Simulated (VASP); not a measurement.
Here is a VASP 6.6.1 calculation.

File INCAR:

```
SYSTEM = Ir
PREC = Accurate ; ENCUT = 560
EDIFF = 1E-6 ; ISMEAR = 0
SIGMA = 0.15 ; LREAL = .FALSE.
LASPH = .TRUE. ; NELM = 120
ALGO = Normal ; ISIF = 2
LWAVE = .FALSE. ; LCHARG = .TRUE.
GGA = CA ; LELF = .TRUE.
LVHAR = .TRUE. ; NBANDS = 24
GGA_COMPAT = .FALSE.
```

KPOINTS

```
regular mesh
0
G
  18 18 10
  0 0 0
```

The input POSCAR:

```
Ir
1.0
    2.8315000000      0.0000000000      0.0000000000
   -1.4157500000      2.4521509308      0.0000000000
    0.0000000000      0.0000000000      4.3862420605
Ir
2
Direct
    0.6666666667      0.3333333333      0.7500000000
    0.3333333333      0.6666666667      0.2500000000
```

Potentials or basis: VASP PAW LDA potentials, release 64 (Ir_sv_GW).

Run with:

```console
$ cat potpaw_LDA.64/Ir_sv_GW/POTCAR > POTCAR
$ mpirun -np 1 vasp_std > vasp.out
```

Question: Estimate the pressure.

Answer: -28.5 GPa.

Question: Predict the band gap on the k mesh.

Answer: Zero (bands 17 and 18 overlap by 2.92 eV).

Stress tensor (GPa, compression positive):
```
-32.36   0.00   0.00
  0.00 -32.36   0.00
  0.00   0.00 -20.86
```

Caveat: the stress differs along the axes, from -32 to -21 GPa; spin-orbit coupling is left out, which moves the levels of the heavy elements.
